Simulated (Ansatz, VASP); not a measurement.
## AlN: VASP beside Ansatz

```
CELL_PARAMETERS angstrom
0.03648 2.21422 2.21422
2.21422 0.03648 2.21422
2.21422 2.21422 0.03648
ATOMIC_POSITIONS crystal
Al 0.00107 0.00107 0.00107
N 0.24893 0.24893 0.24893
```

Change from the starting cell: strained cell.

Alike in both runs: functional PBEsol; k mesh 9 × 9 × 9; occupations gaussian, width 0.02 eV; no spin polarisation.

Ansatz relaxed the structure, and its values are those at the end. VASP's run is a single point on that final structure, the one shown.

```csv
,VASP,Ansatz
version,VASP 6.6.1,Ansatz 0.2.0
potentials or method,"VASP PAW PBE potentials, release 64 (Al, N), cutoff 600 eV","scalar-relativistic, plane waves, PAW"
valence electrons in the cell,8,8
```

```tsv
	VASP	Ansatz	Ansatz less VASP
gap on the k mesh at the Fermi level (eV)	3.28	3.29	+0.007
least direct gap on the mesh (eV)	3.90	3.88	-0.015
pressure (GPa)	-2.0	-1.9	+0.13
```

VASP's potentials were made for PBE, not for PBEsol, and Ansatz warns of the same on its side. The functional is the same, so the differences come from potentials, cutoffs and numerics. Ansatz's warnings: stress scf threshold loose.
